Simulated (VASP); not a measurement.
# C in VASP: notebook

C is run at these levels: r2SCAN; tasks: single point.

Program: VASP 6.6.1. These are calculated values, not measurements. Logs are shortened: lines on timing, memory, paths and dates and some standing lists are left out, and cuts for length are marked.

### 1 The cell of the first run

The cell holds a slab with vacuum, 2 atoms: a = 2.456 Å, b = 2.456 Å, c = 8.524 Å, α = 90.00°, β = 90.00°, γ = 120.00°.

### 2 Single point, r2SCAN

File POSCAR:

```
C
1.0
    2.4561701622      0.0000000000      0.0000000000
   -1.2280850811      2.1271057565      0.0000000000
    0.0000000000      0.0000000000      8.5238033600
C
2
Direct
    0.3333333333      0.6666666667      0.0000000000
    0.6666666667      0.3333333333      0.0000000000
```

File INCAR.step1:

```
SYSTEM = C
PREC = Accurate
ENCUT = 520
ISMEAR = 0
SIGMA = 0.15
LREAL = .FALSE.
LASPH = .TRUE.
NELM = 100
NBANDS = 11
GGA = PE
ALGO = Normal
EDIFF = 1E-4
LWAVE = .TRUE.
LCHARG = .FALSE.
```

File INCAR.step2:

```
SYSTEM = C
PREC = Accurate
ENCUT = 520
EDIFF = 1E-6
ISMEAR = 0
SIGMA = 0.15
LREAL = .FALSE.
LASPH = .TRUE.
NELM = 100
ALGO = Normal
ISIF = 2
LWAVE = .FALSE.
LCHARG = .TRUE.
METAGGA = R2SCAN
LMIXTAU = .TRUE.
LELF = .TRUE.
LVHAR = .TRUE.
NBANDS = 11
ISTART = 1
```

File KPOINTS:

```
regular mesh
0
G
  24 24 6
  0 0 0
```

Potentials or basis: VASP PAW PBE potentials, release 64 (C).

Run with:

```bash
> cat potpaw_PBE.64/C/POTCAR > POTCAR
> cp INCAR.step1 INCAR
> mpirun -np 1 vasp_std > vasp.out
> cp INCAR.step2 INCAR
> mpirun -np 1 vasp_std > vasp.out
```

OUTCAR:

```text
SYSTEM = C
   PREC = Accurate
   ENCUT = 520
   EDIFF = 1E-6
   ISMEAR = 0
   LREAL = .FALSE.
   LASPH = .TRUE.
   NELM = 100
   ISIF = 2
   METAGGA = R2SCAN
   ISTART = 1

 ion  position               nearest neighbor table
   1  0.333  0.667  0.000-   2 1.42   2 1.42   2 1.42
   2  0.667  0.333  0.000-   1 1.42   1 1.42   1 1.42

  LATTYP: Found a hexagonal cell.
 ALAT       =     2.4561701622
 C/A-ratio  =     3.4703635323

  Lattice vectors:

 A1 = (   2.4561701622,   0.0000000000,   0.0000000000)
 A2 = (  -1.2280850811,   2.1271057565,   0.0000000000)
 A3 = (   0.0000000000,   0.0000000000,   8.5238033600)

Analysis of symmetry for initial positions (statically):
=====================================================================
 Subroutine PRICEL returns:
 Original cell was already a primitive cell.

 Routine SETGRP: Setting up the symmetry group for a
 hexagonal supercell.

 Subroutine GETGRP returns: Found 24 space group operations
 (whereof 24 operations were pure point group operations)
 out of a pool of 24 trial point group operations.

The static configuration has the point symmetry D_6h.

Analysis of symmetry for dynamics (positions and initial velocities):
=====================================================================
 Subroutine PRICEL returns:
 Original cell was already a primitive cell.

 Routine SETGRP: Setting up the symmetry group for a
 hexagonal supercell.

 Subroutine GETGRP returns: Found 24 space group operations
 (whereof 24 operations were pure point group operations)
 out of a pool of 24 trial point group operations.

The dynamic configuration has the point symmetry D_6h.

 Subroutine INISYM returns: Found 24 space group operations
 (whereof 24 operations are pure point group operations),
 and found     1 'primitive' translations

----------------------------------------------------------------------------------------

                                     Primitive cell

  volume of cell :      44.5329

  direct lattice vectors                    reciprocal lattice vectors
     2.456170162  0.000000000  0.000000000     0.407137916  0.235061185  0.000000000
    -1.228085081  2.127105756  0.000000000     0.000000000  0.470122370  0.000000000
     0.000000000  0.000000000  8.523803360     0.000000000  0.000000000  0.117318521

  length of vectors
     2.456170162  2.456170162  8.523803360     0.470122370  0.470122370  0.117318521

  position of ions in fractional coordinates (direct lattice)
     0.333333333  0.666666667  0.000000000
     0.666666667  0.333333333  0.000000000

  ion indices of the primitive-cell ions
   primitive index   ion index
                 1           1
                 2           2

----------------------------------------------------------------------------------------

 KPOINTS: regular mesh

Automatic generation of k-mesh.
 Grid dimensions read from file:
 generate k-points for:   24   24    6

 Generating k-lattice:

  Cartesian coordinates                     Fractional coordinates (reciprocal lattice)
     0.016964080  0.009794216  0.000000000     0.041666667 -0.000000000  0.000000000
     0.000000000  0.019588432  0.000000000     0.000000000  0.041666667  0.000000000
     0.000000000  0.000000000  0.019553087     0.000000000  0.000000000  0.166666667

  Length of vectors
     0.019588432  0.019588432  0.019553087

  Shift w.r.t. Gamma in fractional coordinates (k-lattice)
     0.000000000  0.000000000  0.000000000

 Subroutine IBZKPT returns following result:
 ===========================================

 Found    244 irreducible k-points:

 Following reciprocal coordinates:
            Coordinates               Weight
  0.000000  0.000000  0.000000      1.000000
  0.041667  0.000000  0.000000      6.000000
  0.083333  0.000000  0.000000      6.000000
  0.125000 -0.000000  0.000000      6.000000
  0.166667 -0.000000  0.000000      6.000000
  0.208333  0.000000  0.000000      6.000000
[... 16 lines left out ...]
  0.416667  0.041667  0.000000     12.000000
  0.458333  0.041667  0.000000     12.000000
 [... further k-points ...]
   k-points           NKPTS =    244   k-points in BZ     NKDIM =    244   number of bands    NBANDS=     11
   number of dos      NEDOS =    301   number of ions     NIONS =      2
   total plane-waves  NPLWV =  20736
   dimension x,y,z NGX =    18 NGY =   18 NGZ =   64
   dimension x,y,z NGXF=    36 NGYF=   36 NGZF=  128
   ions per type =               2
   NGX,Y,Z   is equivalent  to a cutoff of  12.18, 12.18, 12.48 a.u.
   NGXF,Y,Z  is equivalent  to a cutoff of  24.37, 24.37, 24.96 a.u.
 SYSTEM =  C
   PREC   = accura    normal or accurate (medium, high low for compatibility)
   ISTART =      1    job   : 0-new  1-cont  2-samecut
   ICHARG =      0    charge: 1-file 2-atom 10-const
   ISPIN  =      1    spin polarized calculation?
   LNONCOLLINEAR =      F non collinear calculations
   LSORBIT =      F    spin-orbit coupling
   LASPH  =      T    aspherical Exc in radial PAW
   ENCUT  =  520.0 eV  38.22 Ry    6.18 a.u.   4.57  4.57 15.85*2*pi/ulx,y,z
   NELM   =    100;   NELMIN=  2; NELMDL=  0     # of ELM steps
   EDIFF  = 0.1E-05   stopping-criterion for ELM
   LREAL  =      F    real-space projection
   EDIFFG = 0.1E-04   stopping-criterion for IOM
   NSW    =      0    number of steps for IOM
   IBRION =     -1    ionic relax: 0-MD 1-quasi-New 2-CG
   NFREE  =      0    steps in history (QN), initial steepest desc. (CG)
   ISIF   =      2    stress and relaxation
   ISYM   =      2    0-nonsym 1-usesym 2-fastsym
   POTIM  = 0.5000    time-step for ionic-motion
   TEBEG  =    0.0;   TEEND  =   0.0 temperature during run
   PSTRESS=    0.0 pullay stress
   NELECT =       8.0000    total number of electrons
   NUPDOWN=      -1.0000    fix difference up-down
   EMIN   =  10.00;   EMAX   =-10.00  energy-range for DOS
   EFERMI =   0.00;   METHOD = LEGACY
   ISMEAR =     0;   SIGMA  =   0.15  broadening in eV -4-tet -1-fermi 0-gaus
   EFERMI_NEDOS =   21; number of points for ismear=-14 and -15
   IALGO  =     38    algorithm
   IMIX   =      4    mixing-type and parameters
     AMIX     =   0.40;   BMIX     =  1.00
     AMIX_MAG =   1.60;   BMIX_MAG =  1.00
  volume/ion in A,a.u.               =      22.27       150.26
  Fermi-wavevector in a.u.,A,eV,Ry     =   0.923729  1.745594 11.609511  0.853275
  Thomas-Fermi vector in A             =   2.049397
   LORBIT       =      0    0 simple, 1 ext, 2 COOP (PROOUT), +10 PAW based schemes
   METAGGA = R2SCAN    functional components
   LHFCALC =     F    Hartree Fock is set to
   AEXX    =    0.0000 exact exchange contribution
   IVDW    =     0    specifies the selected vdW correction
   LEPSILON=     F    determine dielectric tensor
   LRPA    =     F    only Hartree local field effects (RPA)
 non-spin polarized calculation
 Gauss-broadening in eV      SIGMA  =   0.15
  energy-cutoff  :      520.00
  volume of cell :       44.53
 maximum number of plane-waves:      1223
   NGX =  9   NGY =  9   NGZ = 31

 number of electron       7.9999997 magnetization

 Free energy of the ion-electron system (eV)
  ---------------------------------------------------
  ext. energy  EPLUGINS =         0.00000000
  ---------------------------------------------------
  free energy    TOTEN  =       -19.84264998 eV

  energy without entropy =      -19.84206229  energy(sigma->0) =      -19.84235613

 E-fermi :  -0.7185     XC(G=0):  -5.0607

 val. band max:       -0.7184773910   @ k =   0.3333   0.3333   0.3333
 cond. band min:      -0.7184484718   @ k =   0.3333   0.3333   0.1667
 fundamental gap:      0.0000289192
 Fermi energy:        -0.7184631253

 k-point     1 :       0.0000    0.0000    0.0000
  band No.  band energies     occupation
      1     -21.5866      2.00000
      2      -8.8639      2.00000
      3      -3.9544      2.00000
      4      -3.9544      2.00000
      5       2.6625      0.00000
      6       5.1048      0.00000
      7       6.6023      0.00000
      8       7.9891      0.00000
      9       7.9891      0.00000
     10      11.7915      0.00000
     11      12.5265      0.00000

 k-point     2 :       0.0417    0.0000    0.0000
  band No.  band energies     occupation
      1     -21.5429      2.00000
      2      -8.8117      2.00000
      3      -4.1379      2.00000
      4      -4.0505      2.00000
      5       2.7194      0.00000
      6       5.1605      0.00000
      7       6.6559      0.00000
      8       8.0213      0.00000
      9       8.1811      0.00000
     10      11.6289      0.00000
     11      12.6063      0.00000

 k-point     3 :       0.0833    0.0000    0.0000
  band No.  band energies     occupation
      1     -21.4120      2.00000
      2      -8.6555      2.00000
      3      -4.6592      2.00000
      4      -4.3185      2.00000
      5       2.8902      0.00000
      6       5.3274      0.00000
      7       6.8169      0.00000
      8       8.0854      0.00000
      9       8.7356      0.00000
     10      11.1572      0.00000
     11      12.8586      0.00000

 k-point     4 :       0.1250   -0.0000    0.0000
  band No.  band energies     occupation
      1     -21.1943      2.00000
      2      -8.3962      2.00000
      3      -5.4483      2.00000
      4      -4.7097      2.00000
      5       3.1748      0.00000
      6       5.6047      0.00000
      7       7.0831      0.00000
      8       8.1202      0.00000
      9       9.6001      0.00000
     10      10.4194      0.00000
     11      13.3001      0.00000

 k-point     5 :       0.1667   -0.0000    0.0000
  band No.  band energies     occupation
      1     -20.8903      2.00000
      2      -8.0356      2.00000
      3      -6.4248      2.00000
      4      -5.1685      2.00000
      5       3.5732      0.00000
      6       5.9907      0.00000
      7       7.4393      0.00000
      8       8.1031      0.00000
      9       9.4711      0.00000
     10      10.7122      0.00000
     11      13.9147      0.00000
[... 211 lines left out ...]
 k-point    21 :       0.3333    0.0417    0.0000
  band No.  band energies     occupation
      1     -18.4618      2.00000
      2     -11.5899      2.00000
      3      -7.1905      2.00000
      4      -5.2609      2.00000
      5       3.9467      0.00000
      6       6.7957      0.00000
      7       7.5282      0.00000
      8       9.1435      0.00000
      9      10.6860      0.00000
     10      15.3756      0.00000
     11      15.9542      0.00000

 k-point    22 :       0.3750    0.0417    0.0000
  band No.  band energies     occupation
      1     -17.7205      2.00000
      2     -12.7061      2.00000
      3      -7.4446      2.00000
      4      -4.4933      2.00000
      5       2.7846      0.00000
      6       7.3524      0.00000
      7       7.8653      0.00000
      8      10.1026      0.00000
      9      11.6664      0.00000
     10      14.3143      0.00000
     11      15.5484      0.00000

 k-point    23 :       0.4167    0.0417    0.0000
  band No.  band energies     occupation
      1     -16.9297      2.00000
      2     -13.7524      2.00000
      3      -7.6170      2.00000
      4      -3.7765      2.00000
      5       1.7948      0.00000
      6       7.2865      0.00000
      7       8.9694      0.00000
      8      11.1419      0.00000
      9      12.7293      0.00000
     10      12.9334      0.00000
     11      14.6369      0.00000

 k-point    24 :       0.4583    0.0417    0.0000
  band No.  band energies     occupation
      1     -16.1923      2.00000
      2     -14.6191      2.00000
      3      -7.7040      2.00000
      4      -3.2891      2.00000
      5       1.1681      0.00000
      6       7.2445      0.00000
      7      10.1945      0.00000
      8      11.5200      0.00000
      9      12.1998      0.00000
     10      13.5738      0.00000
     11      13.9084      0.00000

 [... further k-points ...]
[... 5 lines left out ...]
  --------------------------------------------------------------------------------------
  -------------------------------------------------------------------------------------
  Total        0.0967555      0.0967555     -0.0128527     -0.0000000      0.0000000      0.0000000
  in kB        3.4810114      3.4810114     -0.4624056     -0.0000000      0.0000000      0.0000000
  external PRESSURE =       2.1665391 kB  Pullay stress =       0.0000000 kB

 VOLUME and BASIS-vectors are now :
 -----------------------------------------------------------------------------
  energy-cutoff  :      520.00
  volume of cell :       44.53
      direct lattice vectors                 reciprocal lattice vectors
     2.456170162  0.000000000  0.000000000     0.407137916  0.235061185  0.000000000
    -1.228085081  2.127105756  0.000000000     0.000000000  0.470122370  0.000000000
     0.000000000  0.000000000  8.523803360     0.000000000  0.000000000  0.117318521

 POSITION                                       TOTAL-FORCE (eV/Angst)
 -----------------------------------------------------------------------------------
     -0.00000      1.41807      0.00000        -0.000000      0.000000      0.000000
      1.22809      0.70904      0.00000         0.000000     -0.000000      0.000000
 -----------------------------------------------------------------------------------
    total drift:                                0.000000     -0.000000      0.000000

  FREE ENERGIE OF THE ION-ELECTRON SYSTEM (eV)
  ---------------------------------------------------
  free  energy   TOTEN  =       -19.8426499833 eV

  energy  without entropy=      -19.8420622858  energy(sigma->0) =      -19.84235613
```

It took 5 min on 1 thread of Intel Xeon 6975P-C, shared host; peak memory 0.22 GiB.

What came out:

| Property | Result |
| --- | --- |
| Free energy | -19.8426 eV |
| Band gap on the k mesh | zero (filled and empty bands touch) |

Levels at points of the mesh, in eV from the Fermi level:
| k point | band 1 | band 2 | band 3 | band 4 | band 5 | band 6 | band 7 | band 8 | band 9 |
| --- | --- | --- | --- | --- | --- | --- | --- | --- | --- |
| (0.00, 0.00, 0.00) | -20.87 | -8.15 | -3.24 | -3.24 | 3.38 | 5.82 | 7.32 | 8.71 | 8.71 |
| (0.50, 0.00, 0.00) | -15.34 | -14.11 | -6.85 | -2.54 | 1.81 | 7.76 | 11.48 | 11.57 | 13.28 |
| (0.00, 0.00, 0.50) | -20.87 | -8.15 | -3.24 | -3.24 | 4.13 | 4.19 | 8.71 | 8.71 | 9.48 |
| (0.50, 0.00, 0.50) | -15.34 | -14.11 | -6.85 | -2.54 | 1.81 | 7.76 | 12.07 | 12.20 | 12.22 |

Caveat: the PAW data sets were made with another functional, which shifts forces and pressure a little.

### 3 Single point, r2SCAN

POSCAR is that of step 2.

File INCAR.step1:

```
PREC = Accurate ; ENCUT = 520
ISMEAR = 0 ; SIGMA = 0.15
LREAL = False ; LASPH = True
NELM = 60 ; NBANDS = 11
GGA = PE ; ALGO = Normal
EDIFF = 1E-4 ; LWAVE = True
LCHARG = False
```

File INCAR.step2:

```
PREC = Accurate ; ENCUT = 520
EDIFF = 1E-6 ; ISMEAR = 0
SIGMA = 0.15 ; LREAL = False
LASPH = True ; NELM = 60
ALGO = Normal ; ISIF = 2
LWAVE = False ; LCHARG = False
METAGGA = R2SCAN ; LMIXTAU = True
NBANDS = 11 ; ISTART = 1
```

File KPOINTS:

```
Automatic mesh
0
Gamma
  24 24 6
```

Potentials or basis: VASP PAW PBE potentials, release 64 (C).

Run with:

```bash
> cat potpaw_PBE.64/C/POTCAR > POTCAR
> cp INCAR.step1 INCAR
> mpirun -np 1 vasp_std > vasp.out
> cp INCAR.step2 INCAR
> mpirun -np 1 vasp_std > vasp.out
```

Wall time 5.1 min (1 thread of Intel Xeon 6975P-C, shared host); peak memory 0.22 GiB.

It converged, with:

- Free energy: -19.8426 eV
- Band gap on the k mesh: zero (filled and empty bands touch)

Levels at points of the mesh, in eV from the Fermi level:
```
           k point  band 1  band 2  band 3  band 4  band 5  band 6  band 7  band 8  band 9
(0.00, 0.00, 0.00)  -20.87   -8.15   -3.24   -3.24    3.38    5.82    7.32    8.71    8.71
(0.50, 0.00, 0.00)  -15.34  -14.11   -6.85   -2.54    1.81    7.76   11.48   11.57   13.28
(0.00, 0.00, 0.50)  -20.87   -8.15   -3.24   -3.24    4.13    4.19    8.71    8.71    9.48
(0.50, 0.00, 0.50)  -15.34  -14.11   -6.85   -2.54    1.81    7.76   12.07   12.20   12.22
```

Caveat: the PAW data sets were made with another functional, which shifts forces and pressure a little.
